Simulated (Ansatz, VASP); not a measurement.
## Pb in VASP and in Ansatz

Contents of INCAR:

```
SYSTEM = Pb
ALGO     = Fast           ! electronic algorithm
EDIFF    = 1E-7           ! SCF threshold, eV
ENCUT    = 520            ! plane-wave cutoff, eV
GGA      = PE             ! functional
ISIF     = 2              ! what is computed and relaxed
ISMEAR   = 0              ! smearing method
LASPH    = .True.         ! aspherical terms in the spheres
LCHARG   = .False.        ! write CHGCAR
LREAL    = .False.        ! projectors in reciprocal space
LWAVE    = .False.        ! write WAVECAR
NBANDS   = 21             ! bands
NELM     = 100            ! most SCF steps
PREC     = Accurate       ! precision mode
SIGMA    = 0.05           ! smearing width, eV
```

Contents of KPOINTS:

```
k-points
0
Gamma
  12 12 6
  0 0 0
```

The input POSCAR:

```
Pb
1.0
    3.4800000000      0.0000000000      0.0000000000
   -1.7400000000      3.0137684052      0.0000000000
    0.0000000000      0.0000000000      5.5900000000
Pb
2
Direct
    0.3333333333      0.6666666667      0.2500000000
    0.6539589144      0.3191953283      0.7530956123
```

Input for Ansatz:

```yaml
crystal:
  lattice:
    - [3.48, 0.0, 0.0]
    - [-1.74, 3.0137684052, 0.0]
    - [0.0, 0.0, 5.59]
  atoms:
    - { symbol: Pb, position: [0.3333333333, 0.6666666667, 0.25] }
    - { symbol: Pb, position: [0.6539589144, 0.3191953283, 0.7530956123] }
basis:
  ecutwfc: 420
  fft_grid_basis: typed
kpoints:
  mp_grid: { grid: [12, 12, 6] }
hamiltonian:
  xc: pbe
scf:
  occupations: { method: gaussian, width: 0.05 }
output:
  forces: true
  stress: true
  eigenvalues: true
  bader: true
  write_density: true
  volumetric_format: npy
```

Alike in both runs: task single point; functional PBE; k mesh 12 × 12 × 6; occupations gaussian, width 0.05 eV; no spin polarisation.

|  | VASP | Ansatz |
| --- | --- | --- |
| version | VASP 6.6.1 | Ansatz 0.2.0 |
| potentials or method | VASP PAW PBE potentials, release 64 (Pb_d), cutoff 520 eV | scalar-relativistic, plane waves, PAW |
| valence electrons in the cell | 28 | 28 |

Ansatz gave:

| Property | Result |
| --- | --- |
| gap on the k mesh at the Fermi level (eV) | none |
| pressure (GPa) | 3.9 |
| traceless stress, the component that is largest in VASP (GPa) | 1.39 |
| rms of the force components (eV/Å) | 0.033 |

Task: What did VASP give for the same quantities?

Result: gap on the k mesh at the Fermi level (eV): none; pressure (GPa): 3.8; traceless stress, the component that is largest in VASP (GPa): 1.40; rms of the force components (eV/Å): 0.033.

Atom by atom the forces differ by 0.000 eV/Å (rms over components). A gap of «none» marks a metal or a gap that the smearing closes. With one functional, cell and mesh, what is left measures potentials, basis and numerics.

Spin-orbit coupling is off throughout.
